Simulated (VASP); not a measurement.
Runs of VASP 6.6.1 on Se. The structure is that of space group Pm-3n (No. 223), or close to it. The cells are those of the table. 

```tsv
task	cell	k mesh	cutoff (eV)	gap on the mesh (eV)	pressure (GPa)
relaxation of cell and atoms	relaxed from a = 5.397 Å, 8 atoms	8 × 8 × 8	600	-	0.1
single point	a = 5.980 Å, 8 atoms	4 × 4 × 4	520	none	-11.9
single point	a = 5.397 Å, 8 atoms	4 × 4 × 4	520	none	(a)
single point	a = 5.391 Å, 8 atoms	8 × 8 × 8	520	none	0.1
```

Alike in all rows: level PBEsol; potentials or basis VASP PAW PBE potentials, release 64 (Se); no spin polarisation; smearing gaussian 0.1 eV.

Task: Estimate the missing entries.

Result: (a) 0.3.

Caveats: the PAW data sets were made with another functional, which shifts forces and pressure a little; the bands computed are all filled at some k points, so no gap is given (some runs).

A k mesh can miss the band edges, and the runs leave out spin-orbit coupling on Se.

A gap of «none» marks levels without a gap at the run's occupations.
